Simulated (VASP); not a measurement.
Write the native input for VASP 6.6.1 that does the following.

| Property | Result |
| --- | --- |
| Task | single point |
| Functional | PBEsol |
| Potentials or basis | VASP PAW PBE potentials, release 64 (Sr_sv, Ti_sv, O) |
| Cutoff | 600 eV |
| k mesh | 8 × 8 × 8 |
| Occupations | gaussian, width 0.02 eV |
| Spin | no spin polarisation |
| Dipole correction | no |
| Further INCAR settings | ALGO = Normal; EDIFF = 1e-06; NBANDS = 28 |

The structure of SrTiO3 lies in POSCAR:

```
SrTiO3
1.0
    3.8518135151      0.0000000000      0.0000000000
    0.0000000000      3.8518135151      0.0000000000
    0.0000000000      0.0000000000      3.8518135151
Sr Ti O
1 1 3
Direct
    0.5000000000      0.5000000000      0.5000000000
    0.0000000000      0.0000000000      0.0000000000
    0.5000000000      0.0000000000      0.0000000000
    0.0000000000      0.5000000000      0.0000000000
    0.0000000000      0.0000000000      0.5000000000
```

These files were run (other wordings do the same):

INCAR

```
PREC = Accurate
ENCUT = 600
EDIFF = 1E-6
ISMEAR = 0
SIGMA = 0.02
LREAL = False
LASPH = True
NELM = 120
ALGO = Normal
ISIF = 2
LWAVE = False
LCHARG = False
GGA = PS
NBANDS = 28
GGA_COMPAT = False
```

KPOINTS

```
regular mesh
0
Gamma
  8 8 8
```

Potentials or basis: VASP PAW PBE potentials, release 64 (Sr_sv, Ti_sv, O).

The run is started by

```sh
$ cat potpaw_PBE.64/Sr_sv/POTCAR potpaw_PBE.64/Ti_sv/POTCAR potpaw_PBE.64/O/POTCAR > POTCAR
$ mpirun -np 1 vasp_std > vasp.out
```

Results of the run:

```json
{
 "Pressure": "6.6 GPa",
 "Band gap on the k mesh": "1.87 eV (least direct gap 2.20 eV)"
}
```

Caveat: the cell stands under pressure; the PAW data sets were made with another functional, which shifts forces and pressure a little.

Wall time 24 s on 1 thread of Intel(R) Xeon(R) 6975P-C (Granite Rapids), with other jobs on the host, peak memory 0.22 GiB.
